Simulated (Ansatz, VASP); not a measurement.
# CaO in VASP and in Ansatz

```
Ca O
1.0
     0.00000    2.42306    2.42306
     2.42306    0.00000    2.42306
     2.42306    2.42306    0.00000
Ca O
1 1
Direct
  0.00000 0.00000 0.00000
  0.50000 0.50000 0.50000
```

Alike in both runs: task single point; functional HSE06; k mesh 6 × 6 × 6; occupations gaussian, width 0.02 eV; no spin polarisation.

```csv
,VASP,Ansatz
version,VASP 6.6.1,Ansatz 0.2.0
potentials or method,"VASP PAW PBE potentials, release 64 (Ca_sv, O), cutoff 520 eV","scalar-relativistic, plane waves, PAW"
valence electrons in the cell,16,16
```

Ansatz gave:

- gap on the k mesh at the Fermi level (eV): 5.31
- least direct gap on the mesh (eV): 5.74
- pressure (GPa): -3.2

Task: Estimate VASP's values.

Result: gap on the k mesh at the Fermi level (eV): 5.30; least direct gap on the mesh (eV): 5.72; pressure (GPa): -2.6.

With one functional, cell and mesh, what is left measures potentials, basis and numerics. Ansatz's warnings: stress exchange threshold loose, stress scf threshold loose.
